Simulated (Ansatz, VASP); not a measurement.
SnSe2 in VASP and in Ansatz

File INCAR:

```
ALGO = Normal
EDIFF = 1E-6
EDIFFG = -0.002
ENCUT = 600
GGA = PE
IBRION = 2
ISIF = 3
ISMEAR = 0
IVDW = 13
LASPH = True
LCHARG = False
LREAL = False
LWAVE = False
NELM = 60
NSW = 100
PREC = Accurate
SIGMA = 0.02
```

Contents of KPOINTS:

```
k-points
0
Gamma
  9 9 6
```

Contents of POSCAR:

```
SnSe2
1.0
    3.8365981856      0.0000000000      0.0000000000
   -1.9182990928      3.3225914929      0.0000000000
    0.0000000000      0.0000000000      6.0244982360
Sn Se
1 2
Direct
    0.0000000000      0.0000000000      0.0000000000
    0.3333333333      0.6666666667      0.2647139289
    0.6666666667      0.3333333333      0.7352860711
```

Input for Ansatz:

```yaml
crystal:
  lattice:
    - [3.8365981856, 0.0, 0.0]
    - [-1.9182990928, 3.3225914929, 0.0]
    - [0.0, 0.0, 6.024498236]
  atoms:
    - { symbol: Sn, position: [0.0, 0.0, 0.0] }
    - { symbol: Se, position: [0.3333333333, 0.6666666667, 0.2647139289] }
    - { symbol: Se, position: [0.6666666667, 0.3333333333, 0.7352860711] }
basis:
  ecutwfc: 420
kpoints:
  mp_grid: { grid: [9, 9, 6] }
hamiltonian:
  xc: pbe
  dispersion: d4
scf:
  occupations: { method: gaussian, width: 0.02 }
output:
  forces: true
  stress: true
  eigenvalues: true
relax:
  adjacent_minimum: "off"
  f_tol: 0.002
  max_steps: 80
  cell: { stress_tol: 0.02 }
```

Alike in both runs: task relaxation of cell and atoms; functional PBE; dispersion D4; k mesh 9 × 9 × 6; occupations gaussian, width 0.02 eV; no spin polarisation.

|  | VASP | Ansatz |
| --- | --- | --- |
| version | VASP 6.6.1 | Ansatz 0.2.0 |
| potentials or method | VASP PAW PBE potentials, release 64 (Sn_d, Se), cutoff 600 eV | scalar-relativistic, plane waves, PAW |
| valence electrons in the cell | 26 | 46 |

|  | VASP | Ansatz | Ansatz less VASP |
| --- | --- | --- | --- |
| gap on the k mesh at the Fermi level, each at its own relaxed structure (eV) | 0.37 | 0.38 | +0.009 |
| relaxed volume (Å³/atom) | 25.57 | 25.53 | -0.034 |
| relaxed length of the cell vector where the two differ most in proportion (Å) | 3.840 | 3.838 | -0.0020 |

VASP's potentials hold 26 valence electrons a cell and Ansatz's 46, so a difference there can come from the potentials and not from the codes.
